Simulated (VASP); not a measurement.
CdSe:

```
Cd Se
1.0
     0.00000    3.06778    3.06778
     3.06778    0.00000    3.06778
     3.06778    3.06778    0.00000
Cd Se
1 1
Direct
  0.00000 0.00000 0.00000
  0.25000 0.25000 0.25000
```

Base run:

- Program: VASP 6.6.1
- Functional: PBE
- Potentials or basis: VASP PAW PBE potentials, release 64 (Cd, Se)
- Cutoff: 520 eV
- k mesh: 8 × 8 × 8
- Occupations: gaussian, width 0.01 eV
- Spin: no spin polarisation

Its results: band gap on the k mesh 0.55 eV, direct; pressure 1.7 GPa.

Problem. The run is repeated on the same cell with these changes: functional from PBE to r2SCAN. What comes out?

Solution. Band gap on the k mesh 1.03 eV, direct; pressure 0.2 GPa.

r2SCAN gives the wider gap, since meta-GGAs in the generalised Kohn-Sham scheme recover part of the derivative discontinuity.

Caveats: the PAW data sets were made with another functional, which shifts forces and pressure a little (some runs).

